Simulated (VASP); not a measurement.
# ScSbS3 (P6mm) in VASP: notebook

The runs below take ScSbS3 through single point, with PBE.

All numbers are computed with VASP 6.6.1; they aren't measurements. Logs are shortened: lines on timing, memory, paths and dates and some standing lists are left out, and cuts for length are marked.

## Step 1: The cell of the first run

The structure is hexagonal, space group P6mm (No. 183). Conventional cell: a = 4.281 Å, b = 4.281 Å, c = 8.982 Å, α = 90.00°, β = 90.00°, γ = 120.00°. Sc (site symmetry 6mm) has 1 Sb at 1.99 Å within 2.6 Å. Sb (site symmetry 6mm) has 1 Sc at 1.99 Å within 2.6 Å. Within 3.3 Å of S (site symmetry 3m) lie 6 S at 2.47 to 2.52 Å. S (site symmetry 6mm) has 6 S at 2.52 Å and 1 Sb at 3.00 Å within 3.3 Å.

## Step 2: Single point, PBE

File INCAR:

```
ALGO = Normal ; EDIFF = 1E-7
ENCUT = 520 ; GGA = PE
ISIF = 2 ; ISMEAR = 0
LASPH = T ; LCHARG = F
LREAL = F ; LWAVE = F
NBANDS = 25 ; NELM = 100
PREC = Accurate ; SIGMA = 0.1
```

File KPOINTS:

```
k-points
0
Gamma
  6 6 2
```

File POSCAR:

```
ScSbS3
1.0
    4.2805067300      0.0000000000      0.0000000000
   -2.1402533700      3.7070275700      0.0000000000
    0.0000000000      0.0000000000      8.9820701100
Sc Sb S
1 1 3
Direct
    0.0000000000      0.0000000000      0.7196578100
    0.0000000000      0.0000000000      0.9412386600
    0.3333333300      0.6666666700      0.3319841700
    0.6666666700      0.3333333300      0.3319841700
    0.0000000000      0.0000000000      0.2755443200
```

Potentials or basis: VASP PAW PBE potentials, release 64 (Sc_sv, Sb, S).

Started as:

```sh
> cat potpaw_PBE.64/Sc_sv/POTCAR potpaw_PBE.64/Sb/POTCAR potpaw_PBE.64/S/POTCAR > POTCAR
> mpirun -np 1 vasp_std > vasp.out
```

OUTCAR:

```text
EDIFF = 1E-7
   ENCUT = 520
   GGA = PE
   ISIF = 2
   ISMEAR = 0
   LASPH = T
   LREAL = F
   NELM = 100
   PREC = Accurate

 ion  position               nearest neighbor table
   1  0.000  0.000  0.720-   2 1.99
   2  0.000  0.000  0.941-   1 1.99   5 3.00
   3  0.333  0.667  0.332-   4 2.47   4 2.47   4 2.47   5 2.52   5 2.52   5 2.52
   4  0.667  0.333  0.332-   3 2.47   3 2.47   3 2.47   5 2.52   5 2.52   5 2.52
   5  0.000  0.000  0.276-   3 2.52   4 2.52   4 2.52   3 2.52   4 2.52   3 2.52   2 3.00

  LATTYP: Found a hexagonal cell.
 ALAT       =     4.2805067300
 C/A-ratio  =     2.0983660759

  Lattice vectors:

 A1 = (   4.2805067300,   0.0000000000,   0.0000000000)
 A2 = (  -2.1402533700,   3.7070275700,   0.0000000000)
 A3 = (   0.0000000000,   0.0000000000,   8.9820701100)

Analysis of symmetry for initial positions (statically):
=====================================================================
 Subroutine PRICEL returns:
 Original cell was already a primitive cell.

 Routine SETGRP: Setting up the symmetry group for a
 hexagonal supercell.

 Subroutine GETGRP returns: Found 12 space group operations
 (whereof 12 operations were pure point group operations)
 out of a pool of 24 trial point group operations.

The static configuration has the point symmetry C_6v.

Analysis of symmetry for dynamics (positions and initial velocities):
=====================================================================
 Subroutine PRICEL returns:
 Original cell was already a primitive cell.

 Routine SETGRP: Setting up the symmetry group for a
 hexagonal supercell.

 Subroutine GETGRP returns: Found 12 space group operations
 (whereof 12 operations were pure point group operations)
 out of a pool of 24 trial point group operations.

The dynamic configuration has the point symmetry C_6v.

 Subroutine INISYM returns: Found 12 space group operations
 (whereof 12 operations are pure point group operations),
 and found     1 'primitive' translations

----------------------------------------------------------------------------------------

                                     Primitive cell

  volume of cell :     142.5271

  direct lattice vectors                    reciprocal lattice vectors
[... 75 lines left out ...]
   ICHARG =      2    charge: 1-file 2-atom 10-const
   ISPIN  =      1    spin polarized calculation?
   LNONCOLLINEAR =      F non collinear calculations
   LSORBIT =      F    spin-orbit coupling
   LASPH  =      T    aspherical Exc in radial PAW
   ENCUT  =  520.0 eV  38.22 Ry    6.18 a.u.   7.96  7.96 16.70*2*pi/ulx,y,z
   NELM   =    100;   NELMIN=  2; NELMDL= -5     # of ELM steps
   EDIFF  = 0.1E-06   stopping-criterion for ELM
   LREAL  =      F    real-space projection
   EDIFFG = 0.1E-05   stopping-criterion for IOM
   NSW    =      0    number of steps for IOM
   IBRION =     -1    ionic relax: 0-MD 1-quasi-New 2-CG
   NFREE  =      0    steps in history (QN), initial steepest desc. (CG)
   ISIF   =      2    stress and relaxation
   ISYM   =      2    0-nonsym 1-usesym 2-fastsym
   POTIM  = 0.5000    time-step for ionic-motion
   TEBEG  =    0.0;   TEEND  =   0.0 temperature during run
   PSTRESS=    0.0 pullay stress
   NELECT =      34.0000    total number of electrons
   NUPDOWN=      -1.0000    fix difference up-down
   EMIN   =  10.00;   EMAX   =-10.00  energy-range for DOS
[... 5 lines left out ...]
     AMIX     =   0.40;   BMIX     =  1.00
     AMIX_MAG =   1.60;   BMIX_MAG =  1.00
  volume/ion in A,a.u.               =      28.51       192.36
  Fermi-wavevector in a.u.,A,eV,Ry     =   1.015318  1.918672 14.025840  1.030870
  Thomas-Fermi vector in A             =   2.148597
   LORBIT       =      0    0 simple, 1 ext, 2 COOP (PROOUT), +10 PAW based schemes
   GGA     = PE    functional components
   LHFCALC =     F    Hartree Fock is set to
   AEXX    =    0.0000 exact exchange contribution
   IVDW    =     0    specifies the selected vdW correction
   LEPSILON=     F    determine dielectric tensor
   LRPA    =     F    only Hartree local field effects (RPA)
 non-spin polarized calculation
 Gauss-broadening in eV      SIGMA  =   0.10
  energy-cutoff  :      520.00
  volume of cell :      142.53
 maximum number of plane-waves:      3870
 NGX is ok and might be reduce to    32
   NGX = 15   NGY = 15   NGZ = 33

 number of electron      33.9999999 magnetization

 Free energy of the ion-electron system (eV)
  ---------------------------------------------------
  ext. energy  EPLUGINS =         0.00000000
  ---------------------------------------------------
  free energy    TOTEN  =       -14.02396891 eV

  energy without entropy =      -14.00420510  energy(sigma->0) =      -14.01408701

 E-fermi :   3.6341     XC(G=0):  -8.4503

 val. band max:        3.6066900985   @ k =   0.3333   0.3333   0.5000
 cond. band min:       3.6429133905   @ k =   0.5000  -0.0000   0.0000
 fundamental gap:      0.0362232920
 Fermi energy:         3.6341151854

 k-point     1 :       0.0000    0.0000    0.0000
  band No.  band energies     occupation
      1     -46.3583      2.00000
      2     -25.3979      2.00000
      3     -24.9795      2.00000
      4     -24.9795      2.00000
      5     -13.5166      2.00000
      6      -7.2378      2.00000
[... 381 lines left out ...]
     24       6.0010      0.00000
     25       6.5369      0.00000

------------------------ aborting loop because EDIFF is reached ----------------------------------------

  FORCE on cell =-STRESS in cart. coord.  units (eV):
  Direction    XX          YY          ZZ          XY          YZ          ZX
  --------------------------------------------------------------------------------------
  -------------------------------------------------------------------------------------
  Total        3.3875144      3.3875144     27.5705021     -0.0000000     -0.0000000     -0.0000000
  in kB       38.0797678     38.0797679    309.9258619     -0.0000001     -0.0000000     -0.0000000
  external PRESSURE =     128.6951325 kB  Pullay stress =       0.0000000 kB

 VOLUME and BASIS-vectors are now :
 -----------------------------------------------------------------------------
  energy-cutoff  :      520.00
  volume of cell :      142.53
      direct lattice vectors                 reciprocal lattice vectors
     4.280506730  0.000000000  0.000000000     0.233617201  0.134878954  0.000000000
    -2.140253370  3.707027570  0.000000000     0.000000000  0.269757907  0.000000000
     0.000000000  0.000000000  8.982070110     0.000000000  0.000000000  0.111332910

 POSITION                                       TOTAL-FORCE (eV/Angst)
 -----------------------------------------------------------------------------------
      0.00000      0.00000      6.46402        -0.000000     -0.000000    -16.391967
      0.00000      0.00000      8.45427        -0.000000     -0.000000     16.775376
     -0.00000      2.47135      2.98191         0.000000     -0.000000      0.394395
      2.14025      1.23568      2.98191        -0.000000      0.000000      0.394395
      0.00000      0.00000      2.47496        -0.000000     -0.000000     -1.172199
 -----------------------------------------------------------------------------------
    total drift:                                0.000000      0.000000      0.000052

  FREE ENERGIE OF THE ION-ELECTRON SYSTEM (eV)
  ---------------------------------------------------
  free  energy   TOTEN  =       -14.0239689066 eV

  energy  without entropy=      -14.0042051037  energy(sigma->0) =      -14.01408701
```

stdout:

```text
POSCAR found type information on POSCAR ScSbS
 POSCAR found :  3 types and       5 ions
 scaLAPACK will be used
 LDA part: xc-table for (Slater+PW92), standard interpolation
 POSCAR, INCAR and KPOINTS ok, starting setup
 FFT: planning ... GRIDC
 FFT: planning ... GRID_SOFT
 FFT: planning ... GRID
 WAVECAR not read
 entering main loop
```

Run time: 58 s. Hardware: 1 thread of Intel Xeon Platinum 8488C (Sapphire Rapids), shared host; peak memory 0.26 GiB.

What came out:

```
Free energy            : -14.0240 eV
Pressure               : 12.9 GPa
Largest force          : 16.775 eV/Å
Band gap on the k mesh : zero (band 17 reaches 4.26 eV, above the bottom of band 18 at 3.12 eV)
```

Forces on the atoms (eV/Å):
```
Sc    0.000   0.000 -16.392
Sb    0.000   0.000  16.775
S     0.000   0.000   0.394
S     0.000   0.000   0.394
S     0.000   0.000  -1.172
```

Levels at points of the mesh, in eV from the Fermi level:
```csv
k point,band 14,band 15,band 16,band 17,band 18,band 19,band 20,band 21
"(0.00, 0.00, 0.00)",-2.06,-1.38,-0.52,-0.52,-0.05,0.44,1.19,1.19
"(0.50, 0.00, 0.00)",-1.04,-0.99,-0.99,0.01,0.11,0.69,0.92,0.97
"(0.00, 0.00, 0.50)",-2.69,-0.89,-0.50,-0.50,-0.05,0.19,1.19,1.19
"(0.50, 0.00, 0.50)",-1.09,-0.99,-0.95,-0.04,0.14,0.21,0.97,1.03
```

Caveat: spin-orbit coupling is left out, which moves the levels of the heavy elements; forces of over 1 eV/Å act on the atoms, so gaps and moduli don't describe the material at rest.

## Step 3: Single point, PBE

This run uses another cell than the first one, of 29.30 Å³/atom, 1.028 times its volume.

File INCAR:

```
SYSTEM = ScSbS3
PREC = Accurate
ENCUT = 520
EDIFF = 1E-7
ISMEAR = 0
SIGMA = 0.1
LREAL = .FALSE.
LASPH = .TRUE.
NELM = 60
ALGO = Normal
ISIF = 2
LWAVE = .FALSE.
LCHARG = .FALSE.
GGA = PE
NBANDS = 25
```

File KPOINTS:

```
regular mesh
0
G
  6 6 2
  0 0 0
```

File POSCAR:

```
ScSbS3
1.0
    4.3460771193      0.0000000029      0.0000000000
   -2.1730385622      3.7638131906      0.0000000000
    0.0000000000      0.0000000000      8.9552718726
Sc Sb S
1 1 3
Direct
    0.0000000000      0.0000000000      0.4432262692
    0.0000000000      0.0000000000      0.9108979493
    0.3333333333      0.6666666667      0.5395725174
    0.6666666667      0.3333333333      0.5395725174
    0.0000000000      0.0000000000      0.1671398766
```

Potentials or basis: VASP PAW PBE potentials, release 64 (Sc_sv, Sb, S).

Started as:

```sh
> cat potpaw_PBE.64/Sc_sv/POTCAR potpaw_PBE.64/Sb/POTCAR potpaw_PBE.64/S/POTCAR > POTCAR
> mpirun -np 1 vasp_std > vasp.out
```

OUTCAR:

```text
SYSTEM = ScSbS3
   PREC = Accurate
   ENCUT = 520
   EDIFF = 1E-7
   ISMEAR = 0
   LREAL = .FALSE.
   LASPH = .TRUE.
   NELM = 60
   ISIF = 2
   GGA = PE

 ion  position               nearest neighbor table
   1  0.000  0.000  0.443-   5 2.47   4 2.65   3 2.65   3 2.65   4 2.65   4 2.65   3 2.65
   2  0.000  0.000  0.911-   5 2.29
   3  0.333  0.667  0.540-   4 2.51   4 2.51   4 2.51   1 2.65   1 2.65   1 2.65
   4  0.667  0.333  0.540-   3 2.51   3 2.51   3 2.51   1 2.65   1 2.65   1 2.65
   5  0.000  0.000  0.167-   2 2.29   1 2.47

  LATTYP: Found a hexagonal cell.
 ALAT       =     4.3460771193
 C/A-ratio  =     2.0605414094

  Lattice vectors:

 A1 = (   4.3460771193,   0.0000000029,   0.0000000000)
 A2 = (  -2.1730385622,   3.7638131906,   0.0000000000)
 A3 = (   0.0000000000,   0.0000000000,   8.9552718726)

Analysis of symmetry for initial positions (statically):
=====================================================================
 Subroutine PRICEL returns:
 Original cell was already a primitive cell.

 Routine SETGRP: Setting up the symmetry group for a
 hexagonal supercell.

 Subroutine GETGRP returns: Found 12 space group operations
 (whereof 12 operations were pure point group operations)
 out of a pool of 24 trial point group operations.

The static configuration has the point symmetry C_6v.

Analysis of symmetry for dynamics (positions and initial velocities):
=====================================================================
 Subroutine PRICEL returns:
 Original cell was already a primitive cell.

 Routine SETGRP: Setting up the symmetry group for a
 hexagonal supercell.

 Subroutine GETGRP returns: Found 12 space group operations
 (whereof 12 operations were pure point group operations)
 out of a pool of 24 trial point group operations.

The dynamic configuration has the point symmetry C_6v.

[... 109 lines left out ...]
   EFERMI_NEDOS =   21; number of points for ismear=-14 and -15
   IALGO  =     38    algorithm
   IMIX   =      4    mixing-type and parameters
     AMIX     =   0.40;   BMIX     =  1.00
     AMIX_MAG =   1.60;   BMIX_MAG =  1.00
  volume/ion in A,a.u.               =      29.30       197.71
  Fermi-wavevector in a.u.,A,eV,Ry     =   1.006081  1.901218 13.771810  1.012199
  Thomas-Fermi vector in A             =   2.138801
   LORBIT       =      0    0 simple, 1 ext, 2 COOP (PROOUT), +10 PAW based schemes
   GGA     = PE    functional components
   LHFCALC =     F    Hartree Fock is set to
   AEXX    =    0.0000 exact exchange contribution
   IVDW    =     0    specifies the selected vdW correction
   LEPSILON=     F    determine dielectric tensor
   LRPA    =     F    only Hartree local field effects (RPA)
 non-spin polarized calculation
 Gauss-broadening in eV      SIGMA  =   0.10
  energy-cutoff  :      520.00
  volume of cell :      146.49
 maximum number of plane-waves:      3960
   NGX = 17   NGY = 17   NGZ = 33

 number of electron      34.0000004 magnetization

 Free energy of the ion-electron system (eV)
  ---------------------------------------------------
  ext. energy  EPLUGINS =         0.00000000
  ---------------------------------------------------
  free energy    TOTEN  =       -24.25003684 eV

  energy without entropy =      -24.23912686  energy(sigma->0) =      -24.24458185

 E-fermi :   2.6780     XC(G=0):  -8.2966

 val. band max:        2.6538754854   @ k =   0.3333   0.3333   0.0000
 cond. band min:       2.7521287621   @ k =   0.1667   0.1667   0.0000
 fundamental gap:      0.0982532767
 Fermi energy:         2.6779595004

 k-point     1 :       0.0000    0.0000    0.0000
  band No.  band energies     occupation
      1     -46.6873      2.00000
      2     -25.5015      2.00000
      3     -25.2547      2.00000
      4     -25.2547      2.00000
      5     -12.0354      2.00000
      6     -10.2697      2.00000
[... 381 lines left out ...]
     24       6.2757      0.00000
     25       6.6675      0.00000

------------------------ aborting loop because EDIFF is reached ----------------------------------------

  FORCE on cell =-STRESS in cart. coord.  units (eV):
  Direction    XX          YY          ZZ          XY          YZ          ZX
  --------------------------------------------------------------------------------------
  -------------------------------------------------------------------------------------
  Total        0.0676177      0.0676177      0.4019994     -0.0000000     -0.0000000      0.0000000
  in kB        0.7395487      0.7395487      4.3967499     -0.0000000     -0.0000000      0.0000000
  external PRESSURE =       1.9586158 kB  Pullay stress =       0.0000000 kB

 VOLUME and BASIS-vectors are now :
 -----------------------------------------------------------------------------
  energy-cutoff  :      520.00
  volume of cell :      146.49
      direct lattice vectors                 reciprocal lattice vectors
     4.346077119  0.000000003  0.000000000     0.230092558  0.132844000  0.000000000
    -2.173038562  3.763813191  0.000000000    -0.000000000  0.265688000  0.000000000
     0.000000000  0.000000000  8.955271873     0.000000000  0.000000000  0.111666068

 POSITION                                       TOTAL-FORCE (eV/Angst)
 -----------------------------------------------------------------------------------
      0.00000      0.00000      3.96921        -0.000000      0.000000     -0.001449
      0.00000      0.00000      8.15734        -0.000000     -0.000000     -0.085887
     -0.00000      2.50921      4.83202         0.000000      0.000000      0.023087
      2.17304      1.25460      4.83202        -0.000000      0.000000      0.023087
      0.00000      0.00000      1.49678         0.000000      0.000000      0.041161
 -----------------------------------------------------------------------------------
    total drift:                                0.000000      0.000000     -0.001004

  FREE ENERGIE OF THE ION-ELECTRON SYSTEM (eV)
  ---------------------------------------------------
  free  energy   TOTEN  =       -24.2500368379 eV

  energy  without entropy=      -24.2391268567  energy(sigma->0) =      -24.24458185
```

stdout:

```text
POSCAR found type information on POSCAR ScSbS
 POSCAR found :  3 types and       5 ions
 scaLAPACK will be used
 LDA part: xc-table for (Slater+PW92), standard interpolation
 POSCAR, INCAR and KPOINTS ok, starting setup
 FFT: planning ... GRIDC
 FFT: planning ... GRID_SOFT
 FFT: planning ... GRID
 WAVECAR not read
 entering main loop
```

It took 54 s on 1 thread of Intel Xeon Platinum 8488C (Sapphire Rapids), shared host; peak memory 0.27 GiB.

What came out:

| Quantity | Value |
| --- | --- |
| Free energy | -24.2500 eV |
| Pressure | 0.2 GPa |
| Largest force | 0.086 eV/Å |
| Band gap on the k mesh | zero (band 17 reaches 2.98 eV, above the bottom of band 18 at 2.32 eV) |

Forces in eV/Å, atoms in the order of the input:
```
Sc   0.000  0.000 -0.001
Sb   0.000  0.000 -0.086
S    0.000  0.000  0.023
S    0.000  0.000  0.023
S    0.000  0.000  0.041
```

Caveat: spin-orbit coupling is left out, which moves the levels of the heavy elements.

## Step 4: Single point, PBE

This run uses another cell than the first one, of 29.54 Å³/atom, 1.036 times its volume.

File INCAR:

```
SYSTEM = ScSbS3
  PREC = Accurate
  ENCUT = 520
  EDIFF = 1E-7
  ISMEAR = 0
  SIGMA = 0.1
  LREAL = .FALSE.
  LASPH = .TRUE.
  NELM = 80
  ALGO = Normal
  ISIF = 2
  LWAVE = .FALSE.
  LCHARG = .TRUE.
  GGA = PE
  LELF = .TRUE.
  LVHAR = .TRUE.
  NBANDS = 25
```

File KPOINTS:

```
Automatic mesh
0
G
  12 12 4
  0 0 0
```

File POSCAR:

```
ScSbS3
1.0
    4.3346171285      0.0000000000      0.0000000000
   -2.1673085642      3.7538885489      0.0000000000
    0.0000000000      0.0000000000      9.0781934212
Sc Sb S
1 1 3
Direct
    0.0000000000      0.0000000000      0.4407450432
    0.0000000000      0.0000000000      0.9155027712
    0.3333333333      0.6666666667      0.5377997260
    0.6666666667      0.3333333333      0.5377997260
    0.0000000000      0.0000000000      0.1685618634
```

Started as:

```sh
> cat potpaw_PBE.64/Sc_sv/POTCAR potpaw_PBE.64/Sb/POTCAR potpaw_PBE.64/S/POTCAR > POTCAR
> mpirun -np 1 vasp_std > vasp.out
```

It took 2.7 min on 1 thread of Intel Xeon Platinum 8488C (Sapphire Rapids), shared host; peak memory 0.39 GiB.

Results (log left out):

```
Free energy            : -24.2599 eV
Pressure               : 0.1 GPa
Largest force          : 0.062 eV/Å
Band gap on the k mesh : zero (band 17 reaches 2.90 eV, above the bottom of band 18 at 2.27 eV)
```

Forces in eV/Å, atoms in the order of the input:
```
Sc   0.000  0.000  0.003
Sb   0.000  0.000 -0.062
S    0.000  0.000  0.010
S    0.000  0.000  0.010
S    0.000  0.000  0.038
```

Stress tensor (GPa, compression positive):
```
0.02 0.00 0.00
0.00 0.02 0.00
0.00 0.00 0.21
```

Levels at points of the mesh, in eV from the Fermi level:
```
           k point  band 14  band 15  band 16  band 17  band 18  band 19  band 20  band 21
(0.00, 0.00, 0.00)    -1.72    -1.24    -1.24     0.22     1.56     1.56     2.36     3.18
(0.50, 0.00, 0.00)    -2.03    -2.01    -0.55     0.15     0.80     0.82     2.46     2.46
(0.00, 0.00, 0.50)    -1.76    -1.18    -1.18     0.22     1.51     1.51     1.85     3.18
(0.50, 0.00, 0.50)    -2.01    -1.99    -0.97     0.15     0.81     0.87     1.71     2.59
```

Caveat: spin-orbit coupling is left out, which moves the levels of the heavy elements.

## Step 5: Summary

| cell | k mesh | gap on the mesh (eV) | pressure (GPa) | largest force (eV/Å) |
| --- | --- | --- | --- | --- |
| a = 4.281, b = 4.281, c = 8.982 Å, angles 90.0, 90.0, 120.0°, 5 atoms | 6 × 6 × 2 | none | 12.9 | 16.78 |
| a = 4.346, b = 4.346, c = 8.955 Å, angles 90.0, 90.0, 120.0°, 5 atoms | 6 × 6 × 2 | none | 0.2 | 0.09 |
| a = 4.335, b = 4.335, c = 9.078 Å, angles 90.0, 90.0, 120.0°, 5 atoms | 12 × 12 × 4 | none | 0.1 | 0.06 |

Alike in all rows: task single point; level PBE; potentials or basis VASP PAW PBE potentials, release 64 (Sc_sv, Sb, S); no spin polarisation; cutoff (eV) 520; smearing gaussian 0.1 eV.

Caveats: spin-orbit coupling is left out, which moves the levels of the heavy elements; forces of over 1 eV/Å act on the atoms, so gaps and moduli don't describe the material at rest (some runs).

Total energies depend on the potentials used, so only differences within one code and one set of settings carry meaning.
